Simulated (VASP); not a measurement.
# ScB2N3 (R-3m) in VASP: notebook

The runs below take ScB2N3 through single point, with PBE.

All numbers are computed with VASP 6.6.1; they aren't measurements. Logs are shortened: lines on timing, memory, paths and dates and some standing lists are left out, and cuts for length are marked.

## (1) The cell of the first run

It takes space group R-3m (No. 166, trigonal). Conventional cell: a = 4.533 Å, b = 4.533 Å, c = 10.752 Å, α = 90.00°, β = 90.00°, γ = 120.00°. Within 2.9 Å of Sc (site symmetry -3m) lie 6 N at 2.22 Å and 6 B at 2.65 Å. Within 3.4 Å of B (site symmetry 3m) lie 9 N at 2.59 to 2.64 Å and 3 Sc at 2.65 Å and 4 B at 2.70 to 2.76 Å. Within 2.9 Å of N (site symmetry 2/m) lie 2 Sc at 2.22 Å and 4 N at 2.27 Å and 6 B at 2.59 to 2.64 Å.

## (2) Single point, PBE

Contents of INCAR:

```
SYSTEM = ScB2N3
  PREC = Accurate
  ENCUT = 520
  EDIFF = 1E-6
  ISMEAR = 0
  SIGMA = 0.1
  LREAL = .False.
  LASPH = .True.
  NELM = 60
  ALGO = Normal
  ISIF = 2
  LWAVE = .False.
  LCHARG = .True.
  GGA = PE
  LELF = .True.
  LVHAR = .True.
  NBANDS = 25
```

Contents of KPOINTS:

```
Automatic mesh
0
Gamma
  6 6 6
  0 0 0
```

Contents of POSCAR:

```
ScB2N3
1.0
    2.2667083600      1.3086846800      3.5839566700
   -2.2667083600      1.3086846800      3.5839566700
    0.0000000000     -2.6173693600      3.5839566700
Sc B N
1 2 3
Direct
    0.0000000000      0.0000000000      0.0000000000
    0.6254743900      0.6254743900      0.6254743900
    0.3745256100      0.3745256100      0.3745256100
    0.0000000000      0.5000000000      0.0000000000
    0.5000000000      0.0000000000      0.0000000000
    0.0000000000      0.0000000000      0.5000000000
```

Potentials or basis: VASP PAW PBE potentials, release 64 (Sc_sv, B, N).

Run with:

```
$ cat potpaw_PBE.64/Sc_sv/POTCAR potpaw_PBE.64/B/POTCAR potpaw_PBE.64/N/POTCAR > POTCAR
$ mpirun -np 1 vasp_std > vasp.out
```

OUTCAR:

```text
SYSTEM = ScB2N3
   PREC = Accurate
   ENCUT = 520
   EDIFF = 1E-6
   ISMEAR = 0
   LREAL = .False.
   LASPH = .True.
   NELM = 60
   ISIF = 2
   GGA = PE

 ion  position               nearest neighbor table
   1  0.000  0.000  0.000-   6 2.22   6 2.22   4 2.22   5 2.22   4 2.22   5 2.22   3 2.65   2 2.65
                             3 2.65   2 2.65   3 2.65   2 2.65
   2  0.625  0.625  0.625-   1 2.65   1 2.65   1 2.65
   3  0.375  0.375  0.375-   1 2.65   1 2.65   1 2.65
   4  0.000  0.500  0.000-   1 2.22   1 2.22
   5  0.500  0.000  0.000-   1 2.22   1 2.22
   6  0.000  0.000  0.500-   1 2.22   1 2.22

  LATTYP: Found a trigonal (rhomboedric) cell.
 ALAT       =     4.4379463486
 COS(alpha) =     0.4782563247

  Lattice vectors:

 A1 = (   2.2667083600,   1.3086846800,   3.5839566700)
 A2 = (  -2.2667083600,   1.3086846800,   3.5839566700)
 A3 = (   0.0000000000,  -2.6173693600,   3.5839566700)

Analysis of symmetry for initial positions (statically):
=====================================================================
 Subroutine PRICEL returns:
 Original cell was already a primitive cell.

 Routine SETGRP: Setting up the symmetry group for a
 trigonal (rhombohedral) supercell.

 Subroutine GETGRP returns: Found 12 space group operations
 (whereof 12 operations were pure point group operations)
 out of a pool of 12 trial point group operations.

The static configuration has the point symmetry D_3d.

Analysis of symmetry for dynamics (positions and initial velocities):
=====================================================================
 Subroutine PRICEL returns:
 Original cell was already a primitive cell.

 Routine SETGRP: Setting up the symmetry group for a
 trigonal (rhombohedral) supercell.

 Subroutine GETGRP returns: Found 12 space group operations
 (whereof 12 operations were pure point group operations)
 out of a pool of 12 trial point group operations.

The dynamic configuration has the point symmetry D_3d.

 Subroutine INISYM returns: Found 12 space group operations
 (whereof 12 operations are pure point group operations),
 and found     1 'primitive' translations

----------------------------------------------------------------------------------------

                                     Primitive cell

  volume of cell :      63.7888

  direct lattice vectors                    reciprocal lattice vectors
     2.266708360  1.308684680  3.583956670     0.220584178  0.127354335  0.093007077
    -2.266708360  1.308684680  3.583956670    -0.220584178  0.127354335  0.093007077
     0.000000000 -2.617369360  3.583956670     0.000000000 -0.254708669  0.093007077

  length of vectors
     4.437946349  4.437946349  4.437946347     0.271158298  0.271158298  0.271158298

  position of ions in fractional coordinates (direct lattice)
     0.000000000  0.000000000  0.000000000
     0.625474390  0.625474390  0.625474390
     0.374525610  0.374525610  0.374525610
     0.000000000  0.500000000  0.000000000
     0.500000000  0.000000000  0.000000000
     0.000000000  0.000000000  0.500000000

  ion indices of the primitive-cell ions
   primitive index   ion index
                 1           1
                 2           2
                 3           3
                 4           4
                 5           5
                 6           6

----------------------------------------------------------------------------------------

 KPOINTS: Automatic mesh

Automatic generation of k-mesh.
 Grid dimensions read from file:
 generate k-points for:    6    6    6

 Generating k-lattice:

  Cartesian coordinates                     Fractional coordinates (reciprocal lattice)
     0.036764030  0.021225722  0.015501179     0.166666667  0.000000000  0.000000000
    -0.036764030  0.021225722  0.015501179     0.000000000  0.166666667  0.000000000
     0.000000000 -0.042451445  0.015501179     0.000000000  0.000000000  0.166666667

  Length of vectors
     0.045193050  0.045193050  0.045193050

  Shift w.r.t. Gamma in fractional coordinates (k-lattice)
     0.000000000  0.000000000  0.000000000

 Subroutine IBZKPT returns following result:
 ===========================================

 Found     32 irreducible k-points:

 Following reciprocal coordinates:
            Coordinates               Weight
  0.000000  0.000000  0.000000      1.000000
  0.166667  0.000000  0.000000      6.000000
  0.333333  0.000000  0.000000      6.000000
  0.500000  0.000000  0.000000      3.000000
  0.166667  0.166667  0.000000      6.000000
  0.333333  0.166667  0.000000     12.000000
[... 16 lines left out ...]
  0.500000  0.500000  0.166667      6.000000
 -0.333333  0.500000  0.166667     12.000000
 [... further k-points ...]
   k-points           NKPTS =     32   k-points in BZ     NKDIM =     32   number of bands    NBANDS=     25
   number of dos      NEDOS =    301   number of ions     NIONS =      6
   total plane-waves  NPLWV =  46656
   dimension x,y,z NGX =    36 NGY =   36 NGZ =   36
   dimension x,y,z NGXF=    72 NGYF=   72 NGZF=   72
   ions per type =               1   2   3
   NGX,Y,Z   is equivalent  to a cutoff of  13.49, 13.49, 13.49 a.u.
   NGXF,Y,Z  is equivalent  to a cutoff of  26.97, 26.97, 26.97 a.u.
 SYSTEM =  ScB2N3
   PREC   = accura    normal or accurate (medium, high low for compatibility)
   ISTART =      0    job   : 0-new  1-cont  2-samecut
   ICHARG =      2    charge: 1-file 2-atom 10-const
   ISPIN  =      1    spin polarized calculation?
   LNONCOLLINEAR =      F non collinear calculations
   LSORBIT =      F    spin-orbit coupling
   LASPH  =      T    aspherical Exc in radial PAW
   ENCUT  =  520.0 eV  38.22 Ry    6.18 a.u.   8.25  8.25  8.25*2*pi/ulx,y,z
   NELM   =     60;   NELMIN=  2; NELMDL= -5     # of ELM steps
   EDIFF  = 0.1E-05   stopping-criterion for ELM
   LREAL  =      F    real-space projection
   EDIFFG = 0.1E-04   stopping-criterion for IOM
   NSW    =      0    number of steps for IOM
   IBRION =     -1    ionic relax: 0-MD 1-quasi-New 2-CG
   NFREE  =      0    steps in history (QN), initial steepest desc. (CG)
   ISIF   =      2    stress and relaxation
   ISYM   =      2    0-nonsym 1-usesym 2-fastsym
   POTIM  = 0.5000    time-step for ionic-motion
   TEBEG  =    0.0;   TEEND  =   0.0 temperature during run
   PSTRESS=    0.0 pullay stress
   NELECT =      32.0000    total number of electrons
   NUPDOWN=      -1.0000    fix difference up-down
   EMIN   =  10.00;   EMAX   =-10.00  energy-range for DOS
   EFERMI =   0.00;   METHOD = LEGACY
   ISMEAR =     0;   SIGMA  =   0.10  broadening in eV -4-tet -1-fermi 0-gaus
   EFERMI_NEDOS =   21; number of points for ismear=-14 and -15
   IALGO  =     38    algorithm
   IMIX   =      4    mixing-type and parameters
     AMIX     =   0.40;   BMIX     =  1.00
     AMIX_MAG =   1.60;   BMIX_MAG =  1.00
  volume/ion in A,a.u.               =      10.63        71.74
  Fermi-wavevector in a.u.,A,eV,Ry     =   1.300798  2.458152 23.022092  1.692076
  Thomas-Fermi vector in A             =   2.431974
   LORBIT       =      0    0 simple, 1 ext, 2 COOP (PROOUT), +10 PAW based schemes
   GGA     = PE    functional components
   LHFCALC =     F    Hartree Fock is set to
   AEXX    =    0.0000 exact exchange contribution
   IVDW    =     0    specifies the selected vdW correction
   LEPSILON=     F    determine dielectric tensor
   LRPA    =     F    only Hartree local field effects (RPA)
 non-spin polarized calculation
 Gauss-broadening in eV      SIGMA  =   0.10
  energy-cutoff  :      520.00
  volume of cell :       63.79
 maximum number of plane-waves:      1747
 NGX is ok and might be reduce to    36
   NGX = 17   NGY = 17   NGZ = 17

 number of electron      32.0000001 magnetization

 Free energy of the ion-electron system (eV)
  ---------------------------------------------------
  ext. energy  EPLUGINS =         0.00000000
  ---------------------------------------------------
  free energy    TOTEN  =       -32.47910061 eV

  energy without entropy =      -32.45634311  energy(sigma->0) =      -32.46772186

 E-fermi :   4.2142     XC(G=0): -11.2900

 val. band max:        4.2065381954   @ k =  -0.1667   0.3333   0.1667
 cond. band min:       4.2306462985   @ k =  -0.1667   0.1667   0.1667
 fundamental gap:      0.0241081031
 Fermi energy:         4.2142211075

 k-point     1 :       0.0000    0.0000    0.0000
  band No.  band energies     occupation
      1     -43.9516      2.00000
      2     -22.7038      2.00000
      3     -22.7038      2.00000
      4     -22.6315      2.00000
      5     -11.8806      2.00000
      6      -7.8104      2.00000
[... 17 lines left out ...]
     24       9.0440      0.00000
     25       9.0442      0.00000

 k-point     2 :       0.1667    0.0000    0.0000
  band No.  band energies     occupation
      1     -43.9513      2.00000
      2     -22.7122      2.00000
      3     -22.7045      2.00000
      4     -22.6374      2.00000
      5     -11.6785      2.00000
      6      -8.1301      2.00000
[... 17 lines left out ...]
     24       9.0844      0.00000
     25       9.3138      0.00000

 k-point     3 :       0.3333    0.0000    0.0000
  band No.  band energies     occupation
      1     -43.9507      2.00000
      2     -22.7308      2.00000
      3     -22.7059      2.00000
      4     -22.6471      2.00000
      5     -11.1531      2.00000
      6      -8.8564      2.00000
[... 552 lines left out ...]
 k-point    23 :       0.5000    0.5000    0.1667
  band No.  band energies     occupation
      1     -43.9498      2.00000
      2     -22.7314      2.00000
      3     -22.7235      2.00000
      4     -22.6869      2.00000
      5     -10.5558      2.00000
      6      -8.9478      2.00000
[... 17 lines left out ...]
     24       8.4777      0.00000
     25       9.6948      0.00000

 k-point    24 :      -0.3333    0.5000    0.1667
  band No.  band energies     occupation
      1     -43.9498      2.00000
      2     -22.7305      2.00000
      3     -22.7255      2.00000
      4     -22.6811      2.00000
      5     -10.1644      2.00000
      6      -9.5283      2.00000
[... 17 lines left out ...]
     24       8.7177      0.00000
     25       9.5772      0.00000

 [... further k-points ...]

------------------------ aborting loop because EDIFF is reached ----------------------------------------

  FORCE on cell =-STRESS in cart. coord.  units (eV):
  Direction    XX          YY          ZZ          XY          YZ          ZX
  --------------------------------------------------------------------------------------
  -------------------------------------------------------------------------------------
  Total       -1.7009998     -1.7009998     -5.5869322      0.0000000      0.0000000      0.0000000
  in kB      -42.7238311    -42.7238310   -140.3263795      0.0000000      0.0000000      0.0000000
  external PRESSURE =     -75.2580138 kB  Pullay stress =       0.0000000 kB

 VOLUME and BASIS-vectors are now :
 -----------------------------------------------------------------------------
  energy-cutoff  :      520.00
  volume of cell :       63.79
      direct lattice vectors                 reciprocal lattice vectors
     2.266708360  1.308684680  3.583956670     0.220584178  0.127354335  0.093007077
    -2.266708360  1.308684680  3.583956670    -0.220584178  0.127354335  0.093007077
     0.000000000 -2.617369360  3.583956670     0.000000000 -0.254708669  0.093007077

 POSITION                                       TOTAL-FORCE (eV/Angst)
 -----------------------------------------------------------------------------------
      0.00000      0.00000      0.00000        -0.000000      0.000000     -0.000000
      0.00000      0.00000      6.72502        -0.000000      0.000000      0.041314
      0.00000      0.00000      4.02685        -0.000000      0.000000     -0.041314
     -1.13335      0.65434      1.79198         0.000000      0.000000     -0.000000
      1.13335      0.65434      1.79198        -0.000000      0.000000     -0.000000
      0.00000     -1.30868      1.79198        -0.000000     -0.000000     -0.000000
 -----------------------------------------------------------------------------------
    total drift:                                0.000000      0.000000     -0.000000

  FREE ENERGIE OF THE ION-ELECTRON SYSTEM (eV)
  ---------------------------------------------------
  free  energy   TOTEN  =       -32.4791006054 eV

  energy  without entropy=      -32.4563431133  energy(sigma->0) =      -32.46772186
```

It took 50 s on 1 thread of AMD EPYC 7R13 (Zen 3), shared host; peak memory 0.2 GiB.

Results:

```yaml
Free_energy: -32.4791 eV
Pressure: -7.5 GPa
Largest_force: 0.041 eV/Å
Band_gap_on_the_k_mesh: zero (band 16 reaches 5.96 eV, above the bottom of band 17 at 2.90 eV)
```

Forces on the atoms (eV/Å):
```
Sc   0.000  0.000  0.000
B    0.000  0.000  0.041
B    0.000  0.000 -0.041
N    0.000  0.000  0.000
N    0.000  0.000  0.000
N    0.000  0.000  0.000
```

## (3) Single point, PBE

This run uses another cell than the first one, of 12.79 Å³/atom, 1.203 times its volume.

Contents of INCAR:

```
SYSTEM = ScB2N3
PREC = Accurate
ENCUT = 520
EDIFF = 1E-7
ISMEAR = 0
SIGMA = 0.1
LREAL = .False.
LASPH = .True.
NELM = 100
ALGO = Normal
ISIF = 2
LWAVE = .False.
LCHARG = .False.
GGA = PE
NBANDS = 25
```

KPOINTS is that of step 2.

Contents of POSCAR:

```
ScB2N3
1.0
    2.4473660457      1.4129874453      3.6981900904
   -2.4473660457      1.4129874453      3.6981900904
    0.0000000000     -2.8259748905      3.6981900904
Sc B N
1 2 3
Direct
    0.0000000000      0.0000000000      0.0000000000
    0.8051041169      0.8051041169      0.8051041169
    0.1948958831      0.1948958831      0.1948958831
    0.0000000000      0.5000000000      0.0000000000
    0.5000000000      0.0000000000      0.0000000000
    0.0000000000      0.0000000000      0.5000000000
```

Potentials or basis: VASP PAW PBE potentials, release 64 (Sc_sv, B, N).

Run with:

```
$ cat potpaw_PBE.64/Sc_sv/POTCAR potpaw_PBE.64/B/POTCAR potpaw_PBE.64/N/POTCAR > POTCAR
$ mpirun -np 1 vasp_std > vasp.out
```

Run time: 64 s. Hardware: 1 thread of AMD EPYC 7R13 (Zen 3), shared host; peak memory 0.2 GiB.

The run converged. Its results:

```yaml
Free_energy: -47.2259 eV
Pressure: 0.5 GPa
Largest_force: 0.051 eV/Å
Band_gap_on_the_k_mesh: zero (band 16 reaches 3.82 eV, above the bottom of band 17 at 2.95 eV)
```

Forces in eV/Å, atoms in the order of the input:
```
Sc   0.000  0.000  0.000
B    0.000  0.000 -0.051
B    0.000  0.000  0.051
N    0.000  0.000  0.000
N    0.000  0.000  0.000
N    0.000  0.000  0.000
```

Stress tensor (GPa, compression positive):
```
0.41 0.00 0.00
0.00 0.41 0.00
0.00 0.00 0.83
```

Levels at points of the mesh, in eV from the Fermi level:
```csv
k point,band 12,band 13,band 14,band 15,band 16,band 17,band 18,band 19,band 20,band 21
"(0.00, 0.00, 0.00)",-2.76,-2.76,-2.33,-1.18,-1.18,0.85,1.28,1.28,2.54,2.54
"(0.50, 0.00, 0.00)",-5.08,-3.05,-2.53,-2.42,-0.38,-0.11,1.62,2.26,2.60,3.19
"(0.50, 0.50, 0.00)",-4.38,-3.64,-3.36,-2.22,-0.29,1.37,2.15,2.21,2.75,2.78
"(0.50, 0.50, 0.50)",-3.71,-3.71,-1.79,-1.79,0.75,0.90,1.62,2.45,2.45,5.18
```
